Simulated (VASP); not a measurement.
Runs of VASP 6.6.1 on MgSI. The structure is that of space group P4/mmm (No. 123), or close to it. The cells are those of the table. 

```csv
task,cell,k mesh,cutoff (eV),k mesh for the DOS,occupations for the DOS,gap on the mesh (eV),pressure (GPa),relaxed volume (Å³/atom)
relaxation of cell and atoms,"relaxed from a = 3.446, b = 3.446, c = 9.522 Å, 3 atoms",14 × 14 × 6,600,-,-,none,0.0,39.86
single point,"a = 3.430, b = 3.430, c = 9.521 Å, 3 atoms",4 × 4 × 4,520,-,-,none,0.0,-
single point,"a = 3.451, b = 3.451, c = 10.047 Å, 3 atoms",14 × 14 × 6,520,-,-,none,-0.1,-
relaxation of cell and atoms,"relaxed from a = 4.365, b = 4.365, c = 4.427 Å, 3 atoms",4 × 4 × 4,600,-,-,none,0.0,(a)
```

Alike in all rows: level PBE; potentials or basis VASP PAW PBE potentials, release 64 (Mg, S, I); no spin polarisation; smearing gaussian 0.1 eV.

Task: Estimate the missing entries.

Result: (a) 32.72.

Caveats: some runs use coarse meshes; spin-orbit coupling is left out, which moves the levels of the heavy elements; this functional lacks dispersion, which binds the layers, so the pressure and a relaxed spacing across them are unreliable; an odd number of electrons without spin polarisation forces a metal; a magnetic or distorted state may lie lower; the volume moved by over 15 % at a fixed basis, so the end points are rough (some runs).

A k mesh can miss the band edges, and the runs leave out spin-orbit coupling on I.

A gap of «none» marks levels without a gap at the run's occupations.
